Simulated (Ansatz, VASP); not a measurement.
**Co: VASP beside Ansatz**

```
CELL_PARAMETERS angstrom
2.55304 0.00000 0.00000
-1.27652 2.21100 0.00000
0.00000 0.00000 4.11317
ATOMIC_POSITIONS crystal
Co 0.33333 0.66667 0.25000
Co 0.66667 0.33333 0.75000
```

Alike in both runs: task single point; functional PBE; k mesh 24 × 24 × 13; occupations fermi-dirac, width 0.1 eV; no spin polarisation.

|  | VASP | Ansatz |
| --- | --- | --- |
| version | VASP 6.6.1 | Ansatz 0.2.0 |
| potentials or method | VASP PAW PBE potentials, release 64 (Co), cutoff 520 eV | plane waves (420 eV) with PAW, scalar-relativistic |
| valence electrons in the cell | 18 | 34 |

Ansatz gave:

| Property | Result |
| --- | --- |
| pressure (GPa) | -21.6 |
| traceless stress, the component that is largest in VASP (GPa) | -0.36 |

Which values does VASP return?

Pressure (GPa): -21.7; traceless stress, the component that is largest in VASP (GPa): -0.41.

The functional is the same, so the differences come from potentials, cutoffs and numerics. VASP's potentials hold 18 valence electrons a cell and Ansatz's 34, so a difference there can come from the potentials and not from the codes.
